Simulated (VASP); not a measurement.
# SiC3 (P-4m2) in VASP: a series of runs

The runs below take SiC3 through single point, relaxation of cell and atoms, with PBE, r2SCAN.

Program: VASP 6.6.1. These are calculated values, not measurements. Logs are shortened: lines on timing, memory, paths and dates and some standing lists are left out, and cuts for length are marked.

### Step 1. The cell of the first run

It takes space group P-4m2 (No. 115, tetragonal). Conventional cell: a = 2.796 Å, b = 2.796 Å, c = 4.090 Å, α = 90.00°, β = 90.00°, γ = 90.00°. C (site symmetry 2mm) has 2 C at 1.65 Å and 2 Si at 1.82 Å within 2.2 Å. C (site symmetry -4m2) has 4 C at 1.65 Å within 2.2 Å. Si (site symmetry -4m2) has 4 C at 1.82 Å within 2.4 Å.

### Step 2. Single point, PBE

INCAR

```
SYSTEM = SiC3
PREC = Accurate
ENCUT = 520
EDIFF = 1E-6
ISMEAR = 0
SIGMA = 0.01
LREAL = .False.
LASPH = .True.
NELM = 100
ALGO = Normal
ISIF = 2
LWAVE = .False.
LCHARG = .True.
GGA = PE
LELF = .True.
LVHAR = .True.
NBANDS = 16
```

KPOINTS

```
Automatic mesh
0
Gamma
  6 6 4
  0 0 0
```

POSCAR

```
SiC3
1.0
    2.7964006865      0.0000000000      0.0000000000
    0.0000000000      2.7964006865      0.0000000000
    0.0000000000      0.0000000000      4.0900436056
C Si
3 1
Direct
    0.5000000000      0.0000000000      0.7862689763
    0.5000000000      0.5000000000      0.0000000000
    0.0000000000      0.5000000000      0.2137310237
    0.0000000000      0.0000000000      0.5000000000
```

Potentials or basis: VASP PAW PBE potentials, release 64 (C, Si).

Run with:

```sh
$ cat potpaw_PBE.64/C/POTCAR potpaw_PBE.64/Si/POTCAR > POTCAR
$ mpirun -np 1 vasp_std > vasp.out
```

OUTCAR:

```text
SYSTEM = SiC3
   PREC = Accurate
   ENCUT = 520
   EDIFF = 1E-6
   ISMEAR = 0
   LREAL = .False.
   LASPH = .True.
   NELM = 100
   ISIF = 2
   GGA = PE

 ion  position               nearest neighbor table
   1  0.500  0.000  0.786-   2 1.65   2 1.65   4 1.82   4 1.82
   2  0.500  0.500  0.000-   1 1.65   3 1.65   1 1.65   3 1.65
   3  0.000  0.500  0.214-   2 1.65   2 1.65   4 1.82   4 1.82
   4  0.000  0.000  0.500-   1 1.82   3 1.82   3 1.82   1 1.82

  LATTYP: Found a simple tetragonal cell.
 ALAT       =     2.7964006865
 C/A-ratio  =     1.4626099991

  Lattice vectors:

 A1 = (   2.7964006865,   0.0000000000,   0.0000000000)
 A2 = (   0.0000000000,   2.7964006865,   0.0000000000)
 A3 = (   0.0000000000,   0.0000000000,   4.0900436056)

Analysis of symmetry for initial positions (statically):
=====================================================================
 Subroutine PRICEL returns:
 Original cell was already a primitive cell.

 Routine SETGRP: Setting up the symmetry group for a
 simple tetragonal supercell.

 Subroutine GETGRP returns: Found  8 space group operations
 (whereof  8 operations were pure point group operations)
 out of a pool of 16 trial point group operations.

The static configuration has the point symmetry D_2d.

Analysis of symmetry for dynamics (positions and initial velocities):
=====================================================================
 Subroutine PRICEL returns:
 Original cell was already a primitive cell.

 Routine SETGRP: Setting up the symmetry group for a
 simple tetragonal supercell.

 Subroutine GETGRP returns: Found  8 space group operations
 (whereof  8 operations were pure point group operations)
 out of a pool of 16 trial point group operations.

The dynamic configuration has the point symmetry D_2d.

 Subroutine INISYM returns: Found  8 space group operations
 (whereof  8 operations are pure point group operations),
 and found     1 'primitive' translations

----------------------------------------------------------------------------------------

                                     Primitive cell

  volume of cell :      31.9836

  direct lattice vectors                    reciprocal lattice vectors
     2.796400687  0.000000000  0.000000000     0.357602544  0.000000000  0.000000000
     0.000000000  2.796400687  0.000000000     0.000000000  0.357602544  0.000000000
     0.000000000  0.000000000  4.090043606     0.000000000  0.000000000  0.244496171

  length of vectors
     2.796400687  2.796400687  4.090043606     0.357602544  0.357602544  0.244496171

  position of ions in fractional coordinates (direct lattice)
     0.500000000  0.000000000  0.786268976
     0.500000000  0.500000000  0.000000000
     0.000000000  0.500000000  0.213731024
     0.000000000  0.000000000  0.500000000

  ion indices of the primitive-cell ions
   primitive index   ion index
                 1           1
                 2           2
                 3           3
                 4           4

----------------------------------------------------------------------------------------

 KPOINTS: Automatic mesh

Automatic generation of k-mesh.
 Grid dimensions read from file:
 generate k-points for:    6    6    4

 Generating k-lattice:

  Cartesian coordinates                     Fractional coordinates (reciprocal lattice)
     0.059600424  0.000000000  0.000000000     0.166666667  0.000000000  0.000000000
     0.000000000  0.059600424  0.000000000     0.000000000  0.166666667  0.000000000
     0.000000000  0.000000000  0.061124043     0.000000000  0.000000000  0.250000000

  Length of vectors
     0.059600424  0.059600424  0.061124043

  Shift w.r.t. Gamma in fractional coordinates (k-lattice)
     0.000000000  0.000000000  0.000000000

 Subroutine IBZKPT returns following result:
 ===========================================

 Found     30 irreducible k-points:

 Following reciprocal coordinates:
            Coordinates               Weight
  0.000000  0.000000  0.000000      1.000000
  0.166667  0.000000  0.000000      4.000000
  0.333333  0.000000  0.000000      4.000000
  0.500000  0.000000  0.000000      2.000000
  0.166667  0.166667  0.000000      4.000000
  0.333333  0.166667  0.000000      8.000000
[... 16 lines left out ...]
  0.333333  0.000000  0.500000      4.000000
  0.500000  0.000000  0.500000      2.000000
 [... further k-points ...]
   k-points           NKPTS =     30   k-points in BZ     NKDIM =     30   number of bands    NBANDS=     16
   number of dos      NEDOS =    301   number of ions     NIONS =      4
   total plane-waves  NPLWV =  17280
   dimension x,y,z NGX =    24 NGY =   24 NGZ =   30
   dimension x,y,z NGXF=    48 NGYF=   48 NGZF=   60
   ions per type =               3   1
   NGX,Y,Z   is equivalent  to a cutoff of  14.27, 14.27, 12.19 a.u.
   NGXF,Y,Z  is equivalent  to a cutoff of  28.54, 28.54, 24.39 a.u.
 SYSTEM =  SiC3
   PREC   = accura    normal or accurate (medium, high low for compatibility)
   ISTART =      0    job   : 0-new  1-cont  2-samecut
   ICHARG =      2    charge: 1-file 2-atom 10-const
   ISPIN  =      1    spin polarized calculation?
   LNONCOLLINEAR =      F non collinear calculations
   LSORBIT =      F    spin-orbit coupling
   LASPH  =      T    aspherical Exc in radial PAW
   ENCUT  =  520.0 eV  38.22 Ry    6.18 a.u.   5.20  5.20  7.60*2*pi/ulx,y,z
   NELM   =    100;   NELMIN=  2; NELMDL= -5     # of ELM steps
   EDIFF  = 0.1E-05   stopping-criterion for ELM
   LREAL  =      F    real-space projection
   EDIFFG = 0.1E-04   stopping-criterion for IOM
   NSW    =      0    number of steps for IOM
   IBRION =     -1    ionic relax: 0-MD 1-quasi-New 2-CG
   NFREE  =      0    steps in history (QN), initial steepest desc. (CG)
   ISIF   =      2    stress and relaxation
   ISYM   =      2    0-nonsym 1-usesym 2-fastsym
   POTIM  = 0.5000    time-step for ionic-motion
   TEBEG  =    0.0;   TEEND  =   0.0 temperature during run
   PSTRESS=    0.0 pullay stress
   NELECT =      16.0000    total number of electrons
   NUPDOWN=      -1.0000    fix difference up-down
   EMIN   =  10.00;   EMAX   =-10.00  energy-range for DOS
   EFERMI =   0.00;   METHOD = LEGACY
   ISMEAR =     0;   SIGMA  =   0.01  broadening in eV -4-tet -1-fermi 0-gaus
   EFERMI_NEDOS =   21; number of points for ismear=-14 and -15
   IALGO  =     38    algorithm
   IMIX   =      4    mixing-type and parameters
     AMIX     =   0.40;   BMIX     =  1.00
     AMIX_MAG =   1.60;   BMIX_MAG =  1.00
  volume/ion in A,a.u.               =       8.00        53.96
  Fermi-wavevector in a.u.,A,eV,Ry     =   1.299589  2.455866 22.979297  1.688931
  Thomas-Fermi vector in A             =   2.430843
   LORBIT       =      0    0 simple, 1 ext, 2 COOP (PROOUT), +10 PAW based schemes
   GGA     = PE    functional components
   LHFCALC =     F    Hartree Fock is set to
   AEXX    =    0.0000 exact exchange contribution
   IVDW    =     0    specifies the selected vdW correction
   LEPSILON=     F    determine dielectric tensor
   LRPA    =     F    only Hartree local field effects (RPA)
 non-spin polarized calculation
 Gauss-broadening in eV      SIGMA  =   0.01
  energy-cutoff  :      520.00
  volume of cell :       31.98
 maximum number of plane-waves:       888
 NGX is ok and might be reduce to    24
   NGX = 11   NGY = 11   NGZ = 15

 number of electron      16.0000000 magnetization

 Free energy of the ion-electron system (eV)
  ---------------------------------------------------
  ext. energy  EPLUGINS =         0.00000000
  ---------------------------------------------------
  free energy    TOTEN  =       -31.07561628 eV

  energy without entropy =      -31.07561628  energy(sigma->0) =      -31.07561628

 E-fermi :   9.4779     XC(G=0): -12.1022

 val. band max:        9.4261124371   @ k =   0.0000   0.0000   0.0000
 cond. band min:      11.0660597611   @ k =   0.5000   0.5000   0.0000
 fundamental gap:      1.6399473240
 Fermi energy:         9.4779204847

 k-point     1 :       0.0000    0.0000    0.0000
  band No.  band energies     occupation
      1      -9.2699      2.00000
      2      -2.6524      2.00000
      3      -1.4009      2.00000
      4       3.9790      2.00000
      5       3.9790      2.00000
      6       8.7459      2.00000
[... 8 lines left out ...]
     15      22.8513      0.00000
     16      24.1400      0.00000

 k-point     2 :       0.1667    0.0000    0.0000
  band No.  band energies     occupation
      1      -8.8524      2.00000
      2      -2.4984      2.00000
      3      -1.1170      2.00000
      4       2.3176      2.00000
      5       4.2598      2.00000
      6       7.4454      2.00000
[... 8 lines left out ...]
     15      23.2777      0.00000
     16      23.3097      0.00000

 k-point     3 :       0.3333    0.0000    0.0000
  band No.  band energies     occupation
      1      -7.6434      2.00000
      2      -3.1909      2.00000
      3      -0.4014      2.00000
      4       1.3763      2.00000
      5       4.6301      2.00000
      6       4.9546      2.00000
[... 8 lines left out ...]
     15      21.3090      0.00000
     16      22.5635      0.00000

 k-point     4 :       0.5000    0.0000    0.0000
  band No.  band energies     occupation
      1      -6.2575      2.00000
      2      -4.8337      2.00000
      3       0.4869      2.00000
      4       2.6233      2.00000
      5       2.9770      2.00000
      6       3.1875      2.00000
[... 8 lines left out ...]
     15      20.6972      0.00000
     16      21.9813      0.00000
[... 324 lines left out ...]
 k-point    22 :       0.1667    0.0000    0.5000
  band No.  band energies     occupation
      1      -7.8217      2.00000
      2      -5.9616      2.00000
      3       2.0329      2.00000
      4       3.6021      2.00000
      5       4.6698      2.00000
      6       5.7760      2.00000
[... 8 lines left out ...]
     15      20.0551      0.00000
     16      21.1676      0.00000

 k-point    23 :       0.3333    0.0000    0.5000
  band No.  band energies     occupation
      1      -6.7463      2.00000
      2      -4.8163      2.00000
      3      -0.8284      2.00000
      4       0.9340      2.00000
      5       5.2176      2.00000
      6       6.2892      2.00000
[... 8 lines left out ...]
     15      19.8100      0.00000
     16      21.7378      0.00000

 k-point    24 :       0.5000    0.0000    0.5000
  band No.  band energies     occupation
      1      -5.7418      2.00000
      2      -4.0385      2.00000
      3      -1.9156      2.00000
      4      -1.1201      2.00000
      5       5.5449      2.00000
      6       6.7186      2.00000
[... 8 lines left out ...]
     15      20.7164      0.00000
     16      22.0563      0.00000

 [... further k-points ...]
[... 5 lines left out ...]
  --------------------------------------------------------------------------------------
  -------------------------------------------------------------------------------------
  Total        0.6169811      0.6169811      0.7667057      0.0000000      0.0000000      0.0000000
  in kB       30.9069174     30.9069174     38.4071889      0.0000000      0.0000000      0.0000000
  external PRESSURE =      33.4070079 kB  Pullay stress =       0.0000000 kB

 VOLUME and BASIS-vectors are now :
 -----------------------------------------------------------------------------
  energy-cutoff  :      520.00
  volume of cell :       31.98
      direct lattice vectors                 reciprocal lattice vectors
     2.796400687  0.000000000  0.000000000     0.357602544  0.000000000  0.000000000
     0.000000000  2.796400687  0.000000000     0.000000000  0.357602544  0.000000000
     0.000000000  0.000000000  4.090043606     0.000000000  0.000000000  0.244496171

 POSITION                                       TOTAL-FORCE (eV/Angst)
 -----------------------------------------------------------------------------------
      1.39820      0.00000      3.21587         0.000000     -0.000000      0.318471
      1.39820      1.39820      0.00000         0.000000      0.000000      0.000000
      0.00000      1.39820      0.87417         0.000000     -0.000000     -0.318471
      0.00000      0.00000      2.04502        -0.000000     -0.000000      0.000000
 -----------------------------------------------------------------------------------
    total drift:                                0.000000     -0.000000      0.000000

  FREE ENERGIE OF THE ION-ELECTRON SYSTEM (eV)
  ---------------------------------------------------
  free  energy   TOTEN  =       -31.0756162800 eV

  energy  without entropy=      -31.0756162800  energy(sigma->0) =      -31.07561628
```

It took 5.7 s on 1 thread of Intel Xeon 6975P-C (Granite Rapids), shared host; peak memory 0.14 GiB.

What came out:

* Free energy: -31.0756 eV
* Pressure: 3.3 GPa
* Largest force: 0.318 eV/Å
* Band gap on the k mesh: 1.64 eV (least direct gap 1.85 eV)

Forces in eV/Å, atoms in the order of the input:
```
C    0.000  0.000  0.318
C    0.000  0.000  0.000
C    0.000  0.000 -0.318
Si   0.000  0.000  0.000
```

Stress tensor (GPa, compression positive):
```
3.09 0.00 0.00
0.00 3.09 0.00
0.00 0.00 3.84
```

Caveat: the cell stands under pressure. A k mesh can miss the band edges.

### Step 3. Single point, r2SCAN

POSCAR is that of step 2.

INCAR.step1

```
SYSTEM = SiC3
ALGO = Normal
EDIFF = 1E-4
ENCUT = 520
GGA = PE
ISMEAR = -1
LASPH = .TRUE.
LCHARG = .FALSE.
LREAL = .FALSE.
LWAVE = .TRUE.
NBANDS = 16
NELM = 100
PREC = Accurate
SIGMA = 0.02
```

INCAR.step2

```
SYSTEM = SiC3
ALGO = Normal
EDIFF = 1E-7
ENCUT = 520
ISIF = 2
ISMEAR = -1
ISTART = 1
LASPH = .TRUE.
LCHARG = .TRUE.
LELF = .TRUE.
LMIXTAU = .TRUE.
LREAL = .FALSE.
LVHAR = .TRUE.
LWAVE = .FALSE.
METAGGA = R2SCAN
NBANDS = 16
NELM = 100
PREC = Accurate
SIGMA = 0.02
```

KPOINTS

```
k-points
0
G
  8 8 6
  0 0 0
```

Potentials or basis: VASP PAW PBE potentials, release 64 (C, Si).

Run with:

```sh
$ cat potpaw_PBE.64/C/POTCAR potpaw_PBE.64/Si/POTCAR > POTCAR
$ cp INCAR.step1 INCAR
$ mpirun -np 1 vasp_std > vasp.out
$ cp INCAR.step2 INCAR
$ mpirun -np 1 vasp_std > vasp.out
```

It took 42 s on 1 thread of Intel Xeon 6975P-C (Granite Rapids), shared host; peak memory 0.16 GiB.

Results (log left out):

```
Free energy            : -36.7309 eV
Pressure               : 0.0 GPa
Largest force          : 0.047 eV/Å
Band gap on the k mesh : 1.78 eV (least direct gap 2.15 eV)
```

Forces on the atoms (eV/Å):
```
C    0.000  0.000 -0.047
C    0.000  0.000  0.000
C    0.000  0.000  0.047
Si   0.000  0.000  0.000
```

Stress tensor (GPa, compression positive):
```
 0.12  0.00  0.00
 0.00  0.12  0.00
 0.00  0.00 -0.15
```

Levels at points of the mesh, in eV from the valence-band top:
```csv
k point,band 5,band 6,band 7,band 8,band 9,band 10,band 11,band 12
"(0.00, 0.00, 0.00)",-5.67,-0.67,0.00,0.00,2.15,3.11,5.47,5.98
"(0.50, 0.00, 0.00)",-6.71,-6.45,-4.12,-0.94,5.05,6.33,6.64,8.07
"(0.50, 0.50, 0.00)",-6.36,-5.55,-5.55,-4.12,1.97,1.97,2.22,5.65
"(0.00, 0.00, 0.50)",-5.18,-4.20,-1.53,-1.53,2.94,3.28,6.53,8.43
"(0.50, 0.00, 0.50)",-3.99,-2.80,-2.38,-0.82,3.26,6.01,6.60,6.61
"(0.50, 0.50, 0.50)",-7.42,-6.96,-6.96,-6.60,5.98,5.98,6.59,9.33
```

Caveat: the PAW data sets were made with another functional, which shifts forces and pressure a little. A k mesh can miss the band edges.

[end of part 1 of 2]
